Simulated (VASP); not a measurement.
## Sb: single point with r2SCAN

The system is Sb, a slab with vacuum.

```
Sb
1.0
     5.20636    0.00000    0.00000
     0.00000    4.24008    0.00000
     0.00000    0.00000   29.02170
Sb
4
Direct
  0.06186 0.00000 0.37506
  0.43814 0.50000 0.37506
  0.56186 0.50000 0.27963
  0.93814 0.00000 0.27963
```

This cell differs from its parent crystal: uniaxial x strain +1.5%.

```json
{
  "Program": "VASP 6.6.1",
  "Task": "single point",
  "Functional": "r2SCAN",
  "Potentials or basis": "VASP PAW PBE potentials, release 64 (Sb)",
  "Cutoff": "520 eV",
  "k mesh": "6 × 6 × 1",
  "Occupations": "gaussian, width 0.01 eV",
  "Spin": "no spin polarisation",
  "Dipole correction": "yes",
  "Further INCAR settings": "ALGO = Normal; EDIFF = 1e-07; NBANDS = 18"
}
```

```yaml
Largest_force: 0.069 eV/Å
Band_gap_on_the_k_mesh: 0.77 eV (least direct gap 0.94 eV)
```

Forces in eV/Å, atoms in the order of the input:
```
Sb  -0.030  0.000  0.062
Sb   0.030  0.000  0.062
Sb  -0.030  0.000 -0.062
Sb   0.030  0.000 -0.062
```

Levels at points of the mesh, in eV from the valence-band top:
| k point | band 8 | band 9 | band 10 | band 11 | band 12 | band 13 |
| --- | --- | --- | --- | --- | --- | --- |
| (0.00, 0.00, 0.00) | -1.53 | -1.16 | -0.18 | 0.77 | 2.03 | 2.31 |
| (0.50, 0.00, 0.00) | -1.60 | -0.53 | -0.53 | 1.36 | 1.36 | 2.32 |
| (0.00, 0.50, 0.00) | -1.98 | -1.63 | -1.63 | 1.19 | 1.19 | 1.50 |
| (0.50, 0.50, 0.00) | -3.42 | -1.44 | -1.44 | 2.40 | 2.40 | 4.02 |

Wall time 28 min on 1 thread of Intel Xeon 8259CL, with other jobs on the host, peak memory 0.72 GiB.

Caveat: the cell differs from its parent crystal (uniaxial x strain +1.5%); the PAW data sets were made with another functional, which shifts forces and pressure a little; spin-orbit coupling is left out, which moves the levels of the heavy elements.
